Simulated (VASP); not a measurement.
Wanted: the native input for a VASP 6.6.1 run.

```
Task                   : single point
Functional             : PBE
Potentials or basis    : VASP PAW PBE potentials, release 64 (Rh_pv)
Cutoff                 : 520 eV
k mesh                 : 22 × 22 × 22
Occupations            : gaussian, width 0.15 eV
Spin                   : no spin polarisation
Dipole correction      : no
Further INCAR settings : ALGO = Normal; EDIFF = 1e-06; NBANDS = 14
```

The structure of Rh lies in POSCAR:

```
Rh
1.0
    0.0000000000      1.7609902163      1.9023977307
    1.7609902163      0.0000000000      1.9023977307
    1.7609902163      1.7609902163      0.0000000000
Rh
1
Direct
    0.0000000000      0.0000000000      0.0000000000
```

This cell differs from its parent crystal: volume 11.799 Å^3 an atom, c/a of the conventional cell 1.0803.

One way to write it, as run:

INCAR

```
PREC = Accurate ; ENCUT = 520
EDIFF = 1E-6 ; ISMEAR = 0
SIGMA = 0.15 ; LREAL = False
LASPH = True ; NELM = 100
ALGO = Normal ; ISIF = 2
LWAVE = False ; LCHARG = False
GGA = PE ; NBANDS = 14
```

KPOINTS

```
Automatic mesh
0
Gamma
  22 22 22
```

Potentials or basis: VASP PAW PBE potentials, release 64 (Rh_pv).

Command:

```sh
$ cat potpaw_PBE.64/Rh_pv/POTCAR > POTCAR
$ mpirun -np 1 vasp_std > vasp.out
```

It gave:

* Pressure: 71.5 GPa

Wall time 52 s on 1 thread of Intel(R) Xeon(R) 6975P-C (Granite Rapids), on a shared host, peak memory 0.24 GiB.
